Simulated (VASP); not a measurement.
# Al (P6_3/mmc) in VASP: notebook

Runs on Al. Level: LDA. Tasks: relaxation of cell and atoms, relaxation of shape and atoms at fixed volume.

All numbers are computed with VASP 6.6.1; they aren't measurements. Logs are shortened: lines on timing, memory, paths and dates and some standing lists are left out, and cuts for length are marked.

### 1 The cell of the first run

The structure is hexagonal, space group P6_3/mmc (No. 194). The conventional cell has a = 2.677 Å, b = 2.677 Å, c = 4.388 Å, α = 90.00°, β = 90.00°, γ = 120.00°. Al (site symmetry -6m2) has 12 Al at 2.68 Å within 3.5 Å.

This isn't the form of Al at room conditions, which is fcc.

### 2 Relaxation of cell and atoms, LDA, target pressure 35 GPa, at which the enthalpy is minimised

Contents of INCAR:

```
  PREC = Accurate
  ENCUT = 600
  EDIFF = 1E-7
  ISMEAR = -1
  SIGMA = 0.15
  LREAL = False
  LASPH = True
  NELM = 60
  ALGO = Normal
  ISIF = 3
  LWAVE = False
  LCHARG = False
  GGA = CA
  IBRION = 2
  NSW = 80
  EDIFFG = -0.001
  PSTRESS = 350.0
```

Contents of KPOINTS:

```
Automatic mesh
0
Gamma
  18 18 10
```

Contents of POSCAR:

```
Al
1.0
    2.6766950734      0.0000000000      0.0000000000
   -1.3383475367      2.3180859317      0.0000000000
    0.0000000000      0.0000000000      4.3883658606
Al
2
Direct
    0.6666666667      0.3333333333      0.7500000000
    0.3333333333      0.6666666667      0.2500000000
```

Potentials or basis: VASP PAW LDA potentials, release 64 (Al).

On the command line:

```bash
> cat potpaw_LDA.64/Al/POTCAR > POTCAR
> mpirun -np 1 vasp_std > vasp.out
```

OUTCAR:

```text
PREC = Accurate
   ENCUT = 600
   EDIFF = 1E-7
   ISMEAR = -1
   LREAL = False
   LASPH = True
   NELM = 60
   ISIF = 3
   GGA = CA
   IBRION = 2
   NSW = 80
   EDIFFG = -0.001
   PSTRESS = 350.0

 ion  position               nearest neighbor table
   1  0.667  0.333  0.750-   2 2.68   2 2.68   2 2.68   2 2.68   2 2.68   2 2.68
   2  0.333  0.667  0.250-   1 2.68   1 2.68   1 2.68   1 2.68   1 2.68   1 2.68

  LATTYP: Found a hexagonal cell.
 ALAT       =     2.6766950734
 C/A-ratio  =     1.6394717143

  Lattice vectors:

 A1 = (   2.6766950734,   0.0000000000,   0.0000000000)
 A2 = (  -1.3383475367,   2.3180859317,   0.0000000000)
 A3 = (   0.0000000000,   0.0000000000,   4.3883658606)

Analysis of symmetry for initial positions (statically):
=====================================================================
 Subroutine PRICEL returns:
 Original cell was already a primitive cell.

 Routine SETGRP: Setting up the symmetry group for a
 hexagonal supercell.

 Subroutine GETGRP returns: Found 24 space group operations
 (whereof 12 operations were pure point group operations)
 out of a pool of 24 trial point group operations.

The static configuration has the point symmetry D_3d.
 The point group associated with its full space group is D_6h.

Analysis of symmetry for dynamics (positions and initial velocities):
=====================================================================
 Subroutine PRICEL returns:
 Original cell was already a primitive cell.

 Routine SETGRP: Setting up the symmetry group for a
 hexagonal supercell.

 Subroutine GETGRP returns: Found 24 space group operations
 (whereof 12 operations were pure point group operations)
 out of a pool of 24 trial point group operations.

The dynamic configuration has the point symmetry D_3d.
 The point group associated with its full space group is D_6h.

 Subroutine INISYM returns: Found 24 space group operations
 (whereof 12 operations are pure point group operations),
 and found     1 'primitive' translations

----------------------------------------------------------------------------------------

                                     Primitive cell

  volume of cell :      27.2290

  direct lattice vectors                    reciprocal lattice vectors
     2.676695073  0.000000000  0.000000000     0.373595039  0.215695196  0.000000000
    -1.338347537  2.318085932  0.000000000     0.000000000  0.431390393  0.000000000
     0.000000000  0.000000000  4.388365861     0.000000000  0.000000000  0.227875257

  length of vectors
     2.676695073  2.676695073  4.388365861     0.431390393  0.431390393  0.227875257

  position of ions in fractional coordinates (direct lattice)
     0.666666667  0.333333333  0.750000000
     0.333333333  0.666666667  0.250000000

  ion indices of the primitive-cell ions
   primitive index   ion index
                 1           1
                 2           2

----------------------------------------------------------------------------------------

 KPOINTS: Automatic mesh

Automatic generation of k-mesh.
 Grid dimensions read from file:
 generate k-points for:   18   18   10

 Generating k-lattice:

  Cartesian coordinates                     Fractional coordinates (reciprocal lattice)
     0.020755280  0.011983066  0.000000000     0.055555556  0.000000000  0.000000000
     0.000000000  0.023966133  0.000000000     0.000000000  0.055555556  0.000000000
     0.000000000  0.000000000  0.022787526     0.000000000  0.000000000  0.100000000

  Length of vectors
     0.023966133  0.023966133  0.022787526

  Shift w.r.t. Gamma in fractional coordinates (k-lattice)
     0.000000000  0.000000000  0.000000000

 Subroutine IBZKPT returns following result:
 ===========================================

 Found    222 irreducible k-points:

 Following reciprocal coordinates:
            Coordinates               Weight
  0.000000  0.000000  0.000000      1.000000
  0.055556  0.000000  0.000000      6.000000
  0.111111  0.000000  0.000000      6.000000
  0.166667  0.000000  0.000000      6.000000
  0.222222  0.000000  0.000000      6.000000
  0.277778  0.000000  0.000000      6.000000
[... 16 lines left out ...]
  0.333333  0.111111  0.000000     12.000000
  0.388889  0.111111  0.000000     12.000000
 [... further k-points ...]
   k-points           NKPTS =    222   k-points in BZ     NKDIM =    222   number of bands    NBANDS=      7
   number of dos      NEDOS =    301   number of ions     NIONS =      2
   total plane-waves  NPLWV =  20736
   dimension x,y,z NGX =    24 NGY =   24 NGZ =   36
   dimension x,y,z NGXF=    48 NGYF=   48 NGZF=   72
   ions per type =               2
   NGX,Y,Z   is equivalent  to a cutoff of  14.91, 14.91, 13.64 a.u.
   NGXF,Y,Z  is equivalent  to a cutoff of  29.81, 29.81, 27.28 a.u.
 SYSTEM =  unknown system
   PREC   = accura    normal or accurate (medium, high low for compatibility)
   ISTART =      0    job   : 0-new  1-cont  2-samecut
   ICHARG =      2    charge: 1-file 2-atom 10-const
   ISPIN  =      1    spin polarized calculation?
   LNONCOLLINEAR =      F non collinear calculations
   LSORBIT =      F    spin-orbit coupling
   LASPH  =      T    aspherical Exc in radial PAW
   ENCUT  =  600.0 eV  44.10 Ry    6.64 a.u.   5.35  5.35  8.76*2*pi/ulx,y,z
   NELM   =     60;   NELMIN=  2; NELMDL= -5     # of ELM steps
   EDIFF  = 0.1E-06   stopping-criterion for ELM
   LREAL  =      F    real-space projection
   EDIFFG = -.1E-02   stopping-criterion for IOM
   NSW    =     80    number of steps for IOM
   IBRION =      2    ionic relax: 0-MD 1-quasi-New 2-CG
   NFREE  =      1    steps in history (QN), initial steepest desc. (CG)
   ISIF   =      3    stress and relaxation
   ISYM   =      2    0-nonsym 1-usesym 2-fastsym
   POTIM  = 0.5000    time-step for ionic-motion
   TEBEG  =    0.0;   TEEND  =   0.0 temperature during run
   PSTRESS=  350.0 pullay stress
   NELECT =       6.0000    total number of electrons
   NUPDOWN=      -1.0000    fix difference up-down
   EMIN   =  10.00;   EMAX   =-10.00  energy-range for DOS
   EFERMI =   0.00;   METHOD = LEGACY
   ISMEAR =    -1;   SIGMA  =   0.15  broadening in eV -4-tet -1-fermi 0-gaus
   EFERMI_NEDOS =   21; number of points for ismear=-14 and -15
   IALGO  =     38    algorithm
   IMIX   =      4    mixing-type and parameters
     AMIX     =   0.40;   BMIX     =  1.00
     AMIX_MAG =   1.60;   BMIX_MAG =  1.00
  volume/ion in A,a.u.               =      13.61        91.88
  Fermi-wavevector in a.u.,A,eV,Ry     =   0.988815  1.868588 13.303152  0.977754
  Thomas-Fermi vector in A             =   2.120368
   LORBIT       =      0    0 simple, 1 ext, 2 COOP (PROOUT), +10 PAW based schemes
   GGA     = CA    functional components
   LHFCALC =     F    Hartree Fock is set to
   AEXX    =    0.0000 exact exchange contribution
   IVDW    =     0    specifies the selected vdW correction
   LEPSILON=     F    determine dielectric tensor
   LRPA    =     F    only Hartree local field effects (RPA)
 conjugate gradient relaxation of ions
 non-spin polarized calculation
  energy-cutoff  :      600.00
  volume of cell :       27.23
 maximum number of plane-waves:       935
 NGX is ok and might be reduce to    24
   NGX = 11   NGY = 11   NGZ = 17

--------------------------------------- Ionic step        1  -------------------------------------------

 number of electron       6.0000000 magnetization

 Free energy of the ion-electron system (eV)
  ---------------------------------------------------
  ext. energy  EPLUGINS =         0.00000000
  ---------------------------------------------------
  free energy    TOTEN  =        -8.11170461 eV

  energy without entropy =       -8.05472138  energy(sigma->0) =       -8.08321300

 E-fermi :   9.9472     XC(G=0): -11.0761

 val. band max:        9.9351690219   @ k =   0.2778   0.1111   0.0000
 cond. band min:       9.9554750060   @ k =   0.2778   0.1111   0.3000
 fundamental gap:      0.0203059841
 Fermi energy:         9.9471854157

 k-point     1 :       0.0000    0.0000    0.0000
  band No.  band energies     occupation
      1      -2.5534      2.00000
      2       4.5739      2.00000
      3       5.2115      2.00000
      4      22.0132      0.00000
      5      22.0132      0.00000
      6      22.1271      0.00000
      7      22.1271      0.00000
[... 221 lines left out ...]
 k-point    24 :       0.3889    0.1111    0.0000
  band No.  band energies     occupation
      1       2.9779      2.00000
      2       5.7973      2.00000
      3       9.7377      1.60334
      4      10.5610      0.03287
      5      12.4160      0.00000
      6      12.6184      0.00000
      7      14.9184      0.00000

 [... further k-points ...]
[... 5 lines left out ...]
  --------------------------------------------------------------------------------------
  -------------------------------------------------------------------------------------
  Total        3.0937696      3.0937696      3.0950984      0.0000000      0.0000000      0.0000000
  in kB      182.0401925    182.0401924    182.1183805      0.0000000      0.0000000      0.0000000
  external PRESSURE =    -167.9337449 kB  Pullay stress =     350.0000000 kB
[... 289 lines left out ...]
  enthalpy is  TOTEN    =        -2.2979657590 eV   P V=        5.4248353644

--------------------------------------- Ionic step        9  -------------------------------------------

 number of electron       6.0000000 magnetization

 Free energy of the ion-electron system (eV)
  ---------------------------------------------------
  ext. energy  EPLUGINS =         0.00000000
  ---------------------------------------------------
  free energy    TOTEN  =        -7.72226148 eV

  energy without entropy =       -7.66928862  energy(sigma->0) =       -7.69577505

 E-fermi :  11.0915     XC(G=0): -11.4420

 val. band max:       11.0822155020   @ k =   0.1667   0.1667   0.2000
 cond. band min:      11.0945745298   @ k =   0.3333   0.2222   0.1000
 fundamental gap:      0.0123590278
 Fermi energy:        11.0914561100

 k-point     1 :       0.0000    0.0000    0.0000
  band No.  band energies     occupation
      1      -2.1185      2.00000
      2       5.3365      2.00000
      3       6.2375      2.00000
      4      23.6703      0.00000
      5      23.6703      0.00000
      6      24.0845      0.00000
      7      24.0845      0.00000
[... 221 lines left out ...]
 k-point    24 :       0.3889    0.1111    0.0000
  band No.  band energies     occupation
      1       3.7238      2.00000
      2       6.6808      2.00000
      3      10.7740      1.78493
      4      11.8206      0.01537
      5      13.6878      0.00000
      6      13.7679      0.00000
      7      16.8115      0.00000

 [... further k-points ...]
[... 5 lines left out ...]
  --------------------------------------------------------------------------------------
  -------------------------------------------------------------------------------------
  Total        5.4240587      5.4240587      5.4241681      0.0000000      0.0000000     -0.0000000
  in kB      349.9848335    349.9848335    349.9918967      0.0000000      0.0000000     -0.0000000
  external PRESSURE =      -0.0128121 kB  Pullay stress =     350.0000000 kB
[... 17 lines left out ...]
  FREE ENERGIE OF THE ION-ELECTRON SYSTEM (eV)
  ---------------------------------------------------
  free  energy   TOTEN  =        -7.7222614797 eV

  energy  without entropy=       -7.6692886177  energy(sigma->0) =       -7.69577505

  enthalpy is  TOTEN    =        -2.2979677758 eV   P V=        5.4242937040

 reached required accuracy - stopping structural energy minimisation
```

Run time: 2.1 min. Hardware: 1 thread of Intel Xeon 8259CL, shared host; peak memory 0.17 GiB.

Results:

```
Free energy                                                : -7.7223 eV
Relaxed volume                                             : 12.42 Å³/atom
Relaxed cell                                               : a = 2.597 Å, b = 2.597 Å, c = 4.250 Å, α = 90.00°, β = 90.00°, γ = 120.00°
Space group after relaxing (to 0.1 Å)                      : P6_3/mmc (No. 194)
Energy change on relaxing (the run minimises the enthalpy) : +194.7 meV/atom
Ionic steps                                                : 9
Pressure after relaxing                                    : 35.0 GPa
Band gap on the k mesh                                     : zero (bands 3 and 4 overlap by 8.24 eV)
```

Step by step:
| step | energy change (eV) | largest force (eV/Å) | pressure (GPa) | volume (Å³) |
| --- | --- | --- | --- | --- |
| 1 | 0.0000 | 0.0000 | 18.21 | 27.23 |
| 2 | 1.2717 | 0.0000 | 67.09 | 21.98 |
| 3 | 0.3746 | 0.0000 | 34.42 | 24.90 |
| 4 | 0.3878 | 0.0000 | 34.94 | 24.84 |
| 5 | 0.3980 | 0.0000 | 35.34 | 24.79 |
| 6 | 0.3797 | 0.0000 | 34.62 | 24.88 |
| 7 | 0.3879 | 0.0000 | 34.94 | 24.84 |
| 8 | 0.3889 | 0.0000 | 34.98 | 24.83 |
| 9 | 0.3894 | 0.0000 | 35.00 | 24.83 |

Final structure:
```yaml
crystal:
  lattice:
    - [2.59739, 0.00000, 0.00000]
    - [-1.29869, 2.24940, 0.00000]
    - [0.00000, 0.00000, 4.24993]
  atoms:
    - { symbol: Al, position: [0.66667, 0.33333, 0.75000] }
    - { symbol: Al, position: [0.33333, 0.66667, 0.25000] }
```

Caveat: the cell is relaxed towards a set pressure, so the run minimises the enthalpy, not the energy.

### 3 Relaxation of shape and atoms at fixed volume, LDA (15.64 Å³/atom)

This run uses another cell than the first one, of 15.64 Å³/atom.

Contents of INCAR:

```
SYSTEM = Al
PREC = Accurate
ENCUT = 600
EDIFF = 1E-6
ISMEAR = -1
SIGMA = 0.15
LREAL = .False.
LASPH = .True.
NELM = 100
ALGO = Fast
ISIF = 4
LWAVE = .False.
LCHARG = .False.
GGA = CA
IBRION = 2
NSW = 80
EDIFFG = -0.001
```

Contents of KPOINTS:

```
Automatic mesh
0
Gamma
  18 18 10
  0 0 0
```

Contents of POSCAR:

```
Al
1.0
    2.7977576959      0.0000000000      0.0000000000
   -1.3988788479      2.4229292383      0.0000000000
    0.0000000000      0.0000000000      4.6133036745
Al
2
Direct
    0.6666666667      0.3333333333      0.7500000000
    0.3333333333      0.6666666667      0.2500000000
```

Potentials or basis: VASP PAW LDA potentials, release 64 (Al).

On the command line:

```bash
> cat potpaw_LDA.64/Al/POTCAR > POTCAR
> mpirun -np 1 vasp_std > vasp.out
```

Run time: 49 s. Hardware: 1 thread of Intel Xeon 8259CL, shared host; peak memory 0.18 GiB.

It converged, with:

* Free energy: -8.3404 eV
* Energy gained by relaxing: 0.0 meV/atom
* Ionic steps: 3
* Pressure after relaxing: 1.8 GPa
* Band gap on the k mesh: zero (bands 3 and 4 overlap by 7.44 eV)

Final structure:
```cif
data_structure
_symmetry_space_group_name_H-M 'P 1'
_symmetry_Int_Tables_number 1
_cell_length_a 2.7988
_cell_length_b 2.7988
_cell_length_c 4.6100
_cell_angle_alpha 90.000
_cell_angle_beta 90.000
_cell_angle_gamma 120.000
_cell_volume 31.27
loop_
_atom_site_label
_atom_site_type_symbol
_atom_site_fract_x
_atom_site_fract_y
_atom_site_fract_z
_atom_site_occupancy
Al1 Al 0.66667 0.33333 0.75000 1
Al2 Al 0.33333 0.66667 0.25000 1
```

Levels at points of the mesh, in eV from the Fermi level:
| k point | band 1 | band 2 | band 3 | band 4 | band 5 | band 6 |
| --- | --- | --- | --- | --- | --- | --- |
| (0.00, 0.00, 0.00) | -11.48 | -4.81 | -4.58 | 11.04 | 11.04 | 11.35 |
| (0.50, 0.00, 0.00) | -5.42 | -5.28 | 0.60 | 1.12 | 1.46 | 1.80 |
| (0.00, 0.00, 0.50) | -9.75 | -9.75 | 3.37 | 3.37 | 12.20 | 12.20 |
| (0.50, 0.00, 0.50) | -4.05 | -4.05 | -3.27 | -3.27 | 7.36 | 7.36 |

### 4 Relaxation of cell and atoms, LDA

This run uses another cell than the first one, of 15.94 Å³/atom.

Contents of INCAR:

```
SYSTEM = Al
PREC     = Accurate       ! precision mode
ENCUT    = 600            ! plane-wave cutoff, eV
EDIFF    = 1E-7           ! SCF threshold, eV
ISMEAR   = -1             ! smearing method
SIGMA    = 0.15           ! smearing width, eV
LREAL    = .False.        ! projectors in reciprocal space
LASPH    = .True.         ! aspherical terms in the spheres
NELM     = 100            ! most SCF steps
ALGO     = Normal         ! electronic algorithm
ISIF     = 3              ! what is computed and relaxed
LWAVE    = .False.        ! write WAVECAR
LCHARG   = .False.        ! write CHGCAR
GGA      = CA             ! functional
IBRION   = 2              ! ionic algorithm
NSW      = 80             ! ionic steps
EDIFFG   = -0.001         ! ionic threshold
```

KPOINTS is that of step 3.

Contents of POSCAR:

```
Al
1.0
    2.8025139203      0.0000000000      0.0000000000
   -1.4012569601      2.4270482495      0.0000000000
    0.0000000000      0.0000000000      4.6857841435
Al
2
Direct
    0.6666666667      0.3333333333      0.7500000000
    0.3333333333      0.6666666667      0.2500000000
```

On the command line:

```bash
> cat potpaw_LDA.64/Al/POTCAR > POTCAR
> mpirun -np 1 vasp_std > vasp.out
```

It took 1.7 min on 1 thread of Intel Xeon 8259CL, shared host; peak memory 0.18 GiB.

The run converged. Its results:

```
Free energy                           : -8.3440 eV
Relaxed volume                        : 15.97 Å³/atom
Relaxed cell                          : a = 2.818 Å, b = 2.818 Å, c = 4.646 Å, α = 90.00°, β = 90.00°, γ = 120.00°
Space group after relaxing (to 0.1 Å) : P6_3/mmc (No. 194)
Energy gained by relaxing             : 0.3 meV/atom
Ionic steps                           : 6
Pressure after relaxing               : 0.0 GPa
Band gap on the k mesh                : zero (bands 3 and 4 overlap by 7.37 eV)
```

The path:
| step | energy change (eV) | largest force (eV/Å) | pressure (GPa) | volume (Å³) |
| --- | --- | --- | --- | --- |
| 1 | 0.0000 | 0.0000 | 0.22 | 31.87 |
| 2 | -0.0003 | 0.0000 | -0.05 | 31.97 |
| 3 | -0.0003 | 0.0000 | -0.23 | 32.04 |
| 4 | -0.0005 | 0.0000 | -0.13 | 32.00 |
| 5 | -0.0006 | 0.0000 | 0.02 | 31.94 |
| 6 | -0.0006 | 0.0000 | 0.01 | 31.94 |

Final structure:
```
CELL_PARAMETERS angstrom
2.81760 0.00000 0.00000
-1.40880 2.44011 0.00000
0.00000 0.00000 4.64557
ATOMIC_POSITIONS crystal
Al 0.66667 0.33333 0.75000
Al 0.33333 0.66667 0.25000
```

Levels at points of the mesh, in eV from the Fermi level:
```
           k point  band 1  band 2  band 3  band 4  band 5  band 6  band 7
(0.00, 0.00, 0.00)  -11.32   -4.72   -4.56   10.88   10.88   11.24   11.24
(0.50, 0.00, 0.00)   -5.36   -5.19    0.61    1.08    1.49    1.74    5.81
(0.00, 0.00, 0.50)   -9.62   -9.62    3.32    3.32   12.08   12.08   12.08
(0.50, 0.00, 0.50)   -3.98   -3.98   -3.24   -3.24    7.25    7.25    7.67
```

### 5 Summary

| task | cell | gap on the mesh (eV) | pressure (GPa) |
| --- | --- | --- | --- |
| relaxation of cell and atoms | relaxed to 35 GPa from a = 2.677, b = 2.677, c = 4.388 Å, angles 90.0, 90.0, 120.0°, 2 atoms | none | 35.0 |
| relaxation of shape and atoms at fixed volume | relaxed from a = 2.798, b = 2.798, c = 4.613 Å, angles 90.0, 90.0, 120.0°, 2 atoms | none | 1.8 |
| relaxation of cell and atoms | relaxed from a = 2.803, b = 2.803, c = 4.686 Å, angles 90.0, 90.0, 120.0°, 2 atoms | none | 0.0 |

Alike in all rows: level LDA; potentials or basis VASP PAW LDA potentials, release 64 (Al); no spin polarisation; k mesh 18 × 18 × 10; cutoff (eV) 600; smearing fermi-dirac 0.15 eV.

Caveats: the cell is relaxed towards a set pressure, so the run minimises the enthalpy, not the energy (at least some runs).

Total energies depend on the potentials used, so only differences within one code and one set of settings carry meaning.
